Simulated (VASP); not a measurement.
# BP (F-43m) in VASP: notebook

Runs on BP. Level: BLYP. Tasks: single point.

Program: VASP 6.6.1. These are calculated values, not measurements. Logs are shortened: lines on timing, memory, paths and dates and some standing lists are left out, and cuts for length are marked.

## 1. The cell of the first run

It takes space group F-43m (No. 216, cubic). The conventional cell has a = 4.538 Å, b = 4.538 Å, c = 4.538 Å, α = 90.00°, β = 90.00°, γ = 90.00°. Within 2.6 Å of B (site symmetry -43m) lie 4 P at 1.97 Å. Within 2.6 Å of P (site symmetry -43m) lie 4 B at 1.97 Å.

## 2. Single point, BLYP

INCAR

```
PREC = Accurate
ENCUT = 520
EDIFF = 1E-7
ISMEAR = 0
SIGMA = 0.05
LREAL = False
LASPH = True
NELM = 100
ALGO = Normal
ISIF = 2
LWAVE = False
LCHARG = False
GGA = B5
ALDAX = 1.0
AGGAX = 1.0
AGGAC = 1.0
ALDAC = 0.0
NBANDS = 11
```

KPOINTS

```
regular mesh
0
Gamma
  8 8 8
```

POSCAR

```
BP
1.0
    0.0000000000      2.2690012231      2.2690012231
    2.2690012231      0.0000000000      2.2690012231
    2.2690012231      2.2690012231      0.0000000000
B P
1 1
Direct
    0.0000000000      0.0000000000      0.0000000000
    0.7500000000      0.7500000000      0.7500000000
```

Potentials or basis: VASP PAW PBE potentials, release 64 (B, P).

Launch:

```bash
$ cat potpaw_PBE.64/B/POTCAR potpaw_PBE.64/P/POTCAR > POTCAR
$ mpirun -np 1 vasp_std > vasp.out
```

OUTCAR:

```text
PREC = Accurate
   ENCUT = 520
   EDIFF = 1E-7
   ISMEAR = 0
   LREAL = False
   LASPH = True
   NELM = 100
   ISIF = 2
   GGA = B5

 ion  position               nearest neighbor table
   1  0.000  0.000  0.000-   2 1.97   2 1.97   2 1.97   2 1.97
   2  0.750  0.750  0.750-   1 1.97   1 1.97   1 1.97   1 1.97

  LATTYP: Found a face centered cubic cell.
 ALAT       =     4.5380024462

  Lattice vectors:

 A1 = (   0.0000000000,   2.2690012231,   2.2690012231)
 A2 = (   2.2690012231,   0.0000000000,   2.2690012231)
 A3 = (   2.2690012231,   2.2690012231,   0.0000000000)

Analysis of symmetry for initial positions (statically):
=====================================================================
 Subroutine PRICEL returns:
 Original cell was already a primitive cell.

 Routine SETGRP: Setting up the symmetry group for a
 face centered cubic supercell.

 Subroutine GETGRP returns: Found 24 space group operations
 (whereof 24 operations were pure point group operations)
 out of a pool of 48 trial point group operations.

The static configuration has the point symmetry T_d .

Analysis of symmetry for dynamics (positions and initial velocities):
=====================================================================
 Subroutine PRICEL returns:
 Original cell was already a primitive cell.

 Routine SETGRP: Setting up the symmetry group for a
 face centered cubic supercell.

 Subroutine GETGRP returns: Found 24 space group operations
 (whereof 24 operations were pure point group operations)
 out of a pool of 48 trial point group operations.

The dynamic configuration has the point symmetry T_d .

 Subroutine INISYM returns: Found 24 space group operations
 (whereof 24 operations are pure point group operations),
 and found     1 'primitive' translations

----------------------------------------------------------------------------------------

                                     Primitive cell

  volume of cell :      23.3633

  direct lattice vectors                    reciprocal lattice vectors
     0.000000000  2.269001223  2.269001223    -0.220361274  0.220361274  0.220361274
     2.269001223  0.000000000  2.269001223     0.220361274 -0.220361274  0.220361274
     2.269001223  2.269001223  0.000000000     0.220361274  0.220361274 -0.220361274

  length of vectors
     3.208852303  3.208852303  3.208852303     0.381676922  0.381676922  0.381676922

  position of ions in fractional coordinates (direct lattice)
     0.000000000  0.000000000  0.000000000
     0.750000000  0.750000000  0.750000000

  ion indices of the primitive-cell ions
   primitive index   ion index
                 1           1
                 2           2

----------------------------------------------------------------------------------------

 KPOINTS: regular mesh

Automatic generation of k-mesh.
 Grid dimensions read from file:
 generate k-points for:    8    8    8

 Generating k-lattice:

  Cartesian coordinates                     Fractional coordinates (reciprocal lattice)
    -0.027545159  0.027545159  0.027545159     0.125000000  0.000000000  0.000000000
     0.027545159 -0.027545159  0.027545159     0.000000000  0.125000000  0.000000000
     0.027545159  0.027545159 -0.027545159     0.000000000  0.000000000  0.125000000

  Length of vectors
     0.047709615  0.047709615  0.047709615

  Shift w.r.t. Gamma in fractional coordinates (k-lattice)
     0.000000000  0.000000000  0.000000000

 Subroutine IBZKPT returns following result:
 ===========================================

 Found     29 irreducible k-points:

 Following reciprocal coordinates:
            Coordinates               Weight
  0.000000  0.000000  0.000000      1.000000
  0.125000  0.000000  0.000000      8.000000
  0.250000  0.000000  0.000000      8.000000
  0.375000  0.000000  0.000000      8.000000
  0.500000  0.000000  0.000000      4.000000
  0.125000  0.125000  0.000000      6.000000
[... 16 lines left out ...]
  0.500000  0.250000  0.125000     48.000000
 -0.375000  0.250000  0.125000     24.000000
 [... further k-points ...]
   k-points           NKPTS =     29   k-points in BZ     NKDIM =     29   number of bands    NBANDS=     11
   number of dos      NEDOS =    301   number of ions     NIONS =      2
   total plane-waves  NPLWV =  13824
   dimension x,y,z NGX =    24 NGY =   24 NGZ =   24
   dimension x,y,z NGXF=    48 NGYF=   48 NGZF=   48
   ions per type =               1   1
   NGX,Y,Z   is equivalent  to a cutoff of  12.43, 12.43, 12.43 a.u.
   NGXF,Y,Z  is equivalent  to a cutoff of  24.87, 24.87, 24.87 a.u.
 SYSTEM =  unknown system
   PREC   = accura    normal or accurate (medium, high low for compatibility)
   ISTART =      0    job   : 0-new  1-cont  2-samecut
   ICHARG =      2    charge: 1-file 2-atom 10-const
   ISPIN  =      1    spin polarized calculation?
   LNONCOLLINEAR =      F non collinear calculations
   LSORBIT =      F    spin-orbit coupling
   LASPH  =      T    aspherical Exc in radial PAW
   ENCUT  =  520.0 eV  38.22 Ry    6.18 a.u.   5.97  5.97  5.97*2*pi/ulx,y,z
   NELM   =    100;   NELMIN=  2; NELMDL= -5     # of ELM steps
   EDIFF  = 0.1E-06   stopping-criterion for ELM
   LREAL  =      F    real-space projection
   EDIFFG = 0.1E-05   stopping-criterion for IOM
   NSW    =      0    number of steps for IOM
   IBRION =     -1    ionic relax: 0-MD 1-quasi-New 2-CG
   NFREE  =      0    steps in history (QN), initial steepest desc. (CG)
   ISIF   =      2    stress and relaxation
   ISYM   =      2    0-nonsym 1-usesym 2-fastsym
   POTIM  = 0.5000    time-step for ionic-motion
   TEBEG  =    0.0;   TEEND  =   0.0 temperature during run
   PSTRESS=    0.0 pullay stress
   NELECT =       8.0000    total number of electrons
   NUPDOWN=      -1.0000    fix difference up-down
   EMIN   =  10.00;   EMAX   =-10.00  energy-range for DOS
   EFERMI =   0.00;   METHOD = LEGACY
   ISMEAR =     0;   SIGMA  =   0.05  broadening in eV -4-tet -1-fermi 0-gaus
   EFERMI_NEDOS =   21; number of points for ismear=-14 and -15
   IALGO  =     38    algorithm
   IMIX   =      4    mixing-type and parameters
     AMIX     =   0.40;   BMIX     =  1.00
     AMIX_MAG =   1.60;   BMIX_MAG =  1.00
  volume/ion in A,a.u.               =      11.68        78.83
  Fermi-wavevector in a.u.,A,eV,Ry     =   1.145320  2.164341 17.847543  1.311757
  Thomas-Fermi vector in A             =   2.282009
   LORBIT       =      0    0 simple, 1 ext, 2 COOP (PROOUT), +10 PAW based schemes
   GGA     = B5    functional components
   LHFCALC =     F    Hartree Fock is set to
   AEXX    =    0.0000 exact exchange contribution
   IVDW    =     0    specifies the selected vdW correction
   LEPSILON=     F    determine dielectric tensor
   LRPA    =     F    only Hartree local field effects (RPA)
 non-spin polarized calculation
 Gauss-broadening in eV      SIGMA  =   0.05
  energy-cutoff  :      520.00
  volume of cell :       23.36
 maximum number of plane-waves:       638
   NGX = 11   NGY = 11   NGZ = 11

 number of electron       8.0000000 magnetization

 Free energy of the ion-electron system (eV)
  ---------------------------------------------------
  ext. energy  EPLUGINS =         0.00000000
  ---------------------------------------------------
  free energy    TOTEN  =       -11.56269841 eV

  energy without entropy =      -11.56269841  energy(sigma->0) =      -11.56269841

 E-fermi :   8.0329     XC(G=0): -10.2209

 val. band max:        7.7819603625   @ k =   0.0000   0.0000   0.0000
 cond. band min:       9.3428987739   @ k =   0.3750   0.3750   0.0000
 fundamental gap:      1.5609384114
 Fermi energy:         8.0328936749

 k-point     1 :       0.0000    0.0000    0.0000
  band No.  band energies     occupation
      1      -7.5061      2.00000
      2       7.7820      2.00000
      3       7.7820      2.00000
      4       7.7820      2.00000
      5      11.3630      0.00000
      6      11.3630      0.00000
      7      11.3630      0.00000
      8      15.2421      0.00000
      9      19.7070      0.00000
     10      20.1752      0.00000
     11      20.1752      0.00000

 k-point     2 :       0.1250    0.0000    0.0000
  band No.  band energies     occupation
      1      -7.2279      2.00000
      2       5.9920      2.00000
      3       7.3730      2.00000
      4       7.3730      2.00000
      5      11.8739      0.00000
      6      11.9368      0.00000
      7      11.9368      0.00000
      8      16.0231      0.00000
      9      19.3025      0.00000
     10      19.3025      0.00000
     11      20.5112      0.00000

 k-point     3 :       0.2500    0.0000    0.0000
  band No.  band energies     occupation
      1      -6.4130      2.00000
      2       3.0552      2.00000
      3       6.7000      2.00000
      4       6.7000      2.00000
      5      11.9486      0.00000
      6      12.7161      0.00000
      7      12.7161      0.00000
      8      17.5207      0.00000
      9      19.0371      0.00000
     10      19.0371      0.00000
     11      21.1956      0.00000

 k-point     4 :       0.3750    0.0000    0.0000
  band No.  band energies     occupation
      1      -5.1723      2.00000
      2       0.3734      2.00000
      3       6.2274      2.00000
      4       6.2274      2.00000
      5      11.8024      0.00000
      6      12.8156      0.00000
      7      12.8156      0.00000
      8      18.2238      0.00000
      9      20.6455      0.00000
     10      20.6455      0.00000
     11      21.8705      0.00000
[... 239 lines left out ...]
 k-point    22 :       0.3750    0.2500    0.1250
  band No.  band energies     occupation
      1      -5.6984      2.00000
      2       2.9338      2.00000
      3       4.1178      2.00000
      4       5.8656      2.00000
      5      11.4488      0.00000
      6      13.9606      0.00000
      7      14.2597      0.00000
      8      15.4119      0.00000
      9      19.5617      0.00000
     10      21.8888      0.00000
     11      23.5982      0.00000

 k-point    23 :       0.5000    0.2500    0.1250
  band No.  band energies     occupation
      1      -4.4900      2.00000
      2       0.8188      2.00000
      3       3.4611      2.00000
      4       5.1241      2.00000
      5      12.1146      0.00000
      6      13.4606      0.00000
      7      15.3093      0.00000
      8      16.2553      0.00000
      9      20.3551      0.00000
     10      21.4112      0.00000
     11      25.1155      0.00000

 k-point    24 :      -0.3750    0.2500    0.1250
  band No.  band energies     occupation
      1      -3.5981      2.00000
      2      -0.4877      2.00000
      3       3.3749      2.00000
      4       4.7682      2.00000
      5      12.2154      0.00000
      6      13.1925      0.00000
      7      16.2088      0.00000
      8      17.7197      0.00000
      9      18.4721      0.00000
     10      22.3784      0.00000
     11      24.9826      0.00000

 [... further k-points ...]
[... 5 lines left out ...]
  --------------------------------------------------------------------------------------
  -------------------------------------------------------------------------------------
  Total        0.8587653      0.8587653      0.8587653      0.0000000      0.0000000      0.0000000
  in kB       58.8912683     58.8912683     58.8912683      0.0000000      0.0000000      0.0000000
  external PRESSURE =      58.8912683 kB  Pullay stress =       0.0000000 kB

 VOLUME and BASIS-vectors are now :
 -----------------------------------------------------------------------------
  energy-cutoff  :      520.00
  volume of cell :       23.36
      direct lattice vectors                 reciprocal lattice vectors
     0.000000000  2.269001223  2.269001223    -0.220361274  0.220361274  0.220361274
     2.269001223  0.000000000  2.269001223     0.220361274 -0.220361274  0.220361274
     2.269001223  2.269001223  0.000000000     0.220361274  0.220361274 -0.220361274

 POSITION                                       TOTAL-FORCE (eV/Angst)
 -----------------------------------------------------------------------------------
      0.00000      0.00000      0.00000         0.000000      0.000000      0.000000
      3.40350      3.40350      3.40350        -0.000000     -0.000000     -0.000000
 -----------------------------------------------------------------------------------
    total drift:                               -0.000000     -0.000000     -0.000000

  FREE ENERGIE OF THE ION-ELECTRON SYSTEM (eV)
  ---------------------------------------------------
  free  energy   TOTEN  =       -11.5626984131 eV

  energy  without entropy=      -11.5626984131  energy(sigma->0) =      -11.56269841
```

Wall time 8.7 s (1 thread of Intel Xeon 6975P-C, shared host); peak memory 0.13 GiB.

Results:

* Free energy: -11.5627 eV
* Pressure: 5.9 GPa
* Band gap on the k mesh: 1.56 eV, indirect (least direct gap 3.58 eV)

Levels at points of the mesh, in eV from the valence-band top:
| k point | band 2 | band 3 | band 4 | band 5 | band 6 | band 7 |
| --- | --- | --- | --- | --- | --- | --- |
| (0.00, 0.00, 0.00) | 0.00 | 0.00 | 0.00 | 3.58 | 3.58 | 3.58 |
| (0.50, 0.00, 0.00) | -8.83 | -1.72 | -1.72 | 3.95 | 4.94 | 4.94 |
| (0.50, 0.50, 0.00) | -8.43 | -4.01 | -4.01 | 1.65 | 1.97 | 12.18 |

Caveat: the PAW data sets were made with another functional, which shifts forces and pressure a little. A k mesh can miss the band edges.

## 3. Single point, BLYP

This run uses another cell than the first one, of 12.15 Å³/atom, 1.040 times its volume.

INCAR

```
PREC = Accurate ; ENCUT = 520
EDIFF = 1E-6 ; ISMEAR = 0
SIGMA = 0.05 ; LREAL = F
LASPH = T ; NELM = 100
ALGO = Normal ; ISIF = 2
LWAVE = F ; LCHARG = F
GGA = B5 ; ALDAX = 1.0
AGGAX = 1.0 ; AGGAC = 1.0
ALDAC = 0.0 ; NBANDS = 11
```

KPOINTS is that of step 2.

POSCAR

```
BP
1.0
    0.0000000000      2.2991273575      2.2991273575
    2.2991273575      0.0000000000      2.2991273575
    2.2991273575      2.2991273575      0.0000000000
B P
1 1
Direct
    0.0000000000      0.0000000000      0.0000000000
    0.7500000000      0.7500000000      0.7500000000
```

Potentials or basis: VASP PAW PBE potentials, release 64 (B, P).

Launch:

```bash
$ cat potpaw_PBE.64/B/POTCAR potpaw_PBE.64/P/POTCAR > POTCAR
$ mpirun -np 1 vasp_std > vasp.out
```

Wall time 9 s (1 thread of Intel Xeon 6975P-C, shared host); peak memory 0.13 GiB.

Results (log left out):

- Free energy: -11.5787 eV
- Pressure: -0.4 GPa
- Band gap on the k mesh: 1.60 eV, indirect (least direct gap 3.52 eV)

Levels at points of the mesh, in eV from the valence-band top:
```tsv
k point	band 1	band 2	band 3	band 4	band 5	band 6	band 7	band 8
(0.00, 0.00, 0.00)	-14.95	0.00	0.00	0.00	3.52	3.52	3.52	6.85
(0.50, 0.00, 0.00)	-11.83	-8.56	-1.67	-1.67	3.71	4.91	4.91	10.30
(0.50, 0.50, 0.00)	-10.39	-8.24	-3.87	-3.87	1.72	2.00	11.81	11.81
```

Caveat: the PAW data sets were made with another functional, which shifts forces and pressure a little. A k mesh can miss the band edges.

[end of part 1 of 2]
